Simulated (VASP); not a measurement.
Here is a VASP 6.6.1 calculation.

The input INCAR:

```
ALGO     = Normal         # electronic algorithm
EDIFF    = 1E-6           # SCF threshold, eV
EDIFFG   = -0.01          # ionic threshold
ENCUT    = 600            # plane-wave cutoff, eV
GGA      = PS             # functional
IBRION   = 2              # ionic algorithm
ISIF     = 4              # what is computed and relaxed
ISMEAR   = 0              # smearing method
LASPH    = T              # aspherical terms in the spheres
LCHARG   = F              # write CHGCAR
LREAL    = F              # projectors in reciprocal space
LWAVE    = F              # write WAVECAR
NELM     = 60             # most SCF steps
NSW      = 50             # ionic steps
PREC     = Accurate       # precision mode
SIGMA    = 0.1            # smearing width, eV
```

File KPOINTS:

```
k-points
0
Gamma
  12 12 8
```

POSCAR

```
Te
1.0
    4.2073035731      0.0000000000      0.0000000000
   -2.1036517866      3.6436317758      0.0000000000
    0.0000000000      0.0000000000      5.8940344644
Te
3
Direct
    0.2894118929      0.0000000000      0.3333333333
    0.0000000000      0.2894118929      0.6666666667
    0.7105881071      0.7105881071      0.0000000000
```

Potentials or basis: VASP PAW PBE potentials, release 64 (Te).

Run with:

```sh
$ cat potpaw_PBE.64/Te/POTCAR > POTCAR
$ mpirun -np 1 vasp_std > vasp.out
```

**Question.** What does it give for the band gap on the k mesh?

**Answer.** Zero (filled and empty bands touch).

Step by step:
```tsv
step	energy change (eV)	largest force (eV/Å)	pressure (GPa)	volume (Å³)
1	0.0000	0.1294	3.27	90.35
2	-0.0040	0.0917	3.01	90.35
3	-0.0067	0.0167	2.47	90.35
4	-0.0069	0.0301	2.57	90.35
5	-0.0072	0.0210	2.56	90.35
6	-0.0074	0.0026	2.55	90.35
```

Caveat: the cell differs from its parent crystal (volume scaled by 0.94); the PAW data sets were made with another functional, which shifts forces and pressure a little; spin-orbit coupling is left out, which moves the levels of the heavy elements.
